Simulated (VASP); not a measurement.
# Hf: single point with PBEsol

Crystal: Hf.

```xyz
2
Lattice="2.6862 0.0000 0.0000 -1.3431 2.7369 0.0000 0.0000 0.0000 5.7457" Properties=species:S:1:pos:R:3 pbc="T T T"
Hf    0.0000    1.8246    1.4364
Hf    1.3431    0.9123    4.3092
```

This cell differs from its parent crystal: strain +e along x and -e along y -0.0750, strain +e along z and -e/2 along x and y +0.1500.

```json
{
 "Program": "VASP 6.6.1",
 "Task": "single point",
 "Functional": "PBEsol",
 "Potentials or basis": "VASP PAW PBE potentials, release 64 (Hf_pv)",
 "Cutoff": "520 eV",
 "k mesh": "18 × 18 × 10",
 "Occupations": "gaussian, width 0.15 eV",
 "Spin": "no spin polarisation",
 "Dipole correction": "no",
 "Further INCAR settings": "ALGO = Fast; EDIFF = 1e-07; NBANDS = 17"
}
```

```yaml
Pressure: 3.4 GPa
Largest_force: 0.210 eV/Å
Band_gap_on_the_k_mesh: zero (bands 10 and 11 overlap by 0.95 eV)
```

Forces in eV/Å, atoms in the order of the input:
```
Hf   0.000  0.210  0.000
Hf   0.000 -0.210  0.000
```

Stress tensor (GPa, compression positive):
```
20.36  0.00  0.00
 0.00 -0.09  0.00
 0.00  0.00 -9.96
```

Levels at points of the mesh, in eV from the Fermi level:
```csv
k point,band 8,band 9,band 10,band 11,band 12,band 13
"(0.00, 0.00, 0.00)",-4.27,-0.44,-0.41,0.10,0.54,3.91
"(0.50, 0.00, 0.00)",-2.88,-2.39,-0.16,1.03,1.59,2.25
"(0.00, 0.50, 0.00)",-2.91,-2.50,-0.23,-0.19,0.11,4.37
"(0.00, 0.00, 0.50)",-5.75,-0.80,-0.80,0.23,0.23,3.95
"(0.50, 0.00, 0.50)",-3.25,-1.47,-1.47,2.58,2.58,3.48
"(0.00, 0.50, 0.50)",-3.49,-1.70,-1.70,1.20,1.20,5.36
```

Wall time 6.1 min on 1 thread of Intel(R) Xeon(R) Platinum 8375C CPU @ 2.90GHz (Ice Lake) (shared host), peak memory 0.42 GiB.

Caveat: the cell differs from its parent crystal (strain +e along x and -e along y -0.0750, strain +e along z and -e/2 along x and y +0.1500); the stress differs along the axes, from -10 to 20 GPa; the PAW data sets were made with another functional, which shifts forces and pressure a little; spin-orbit coupling is left out, which moves the levels of the heavy elements.
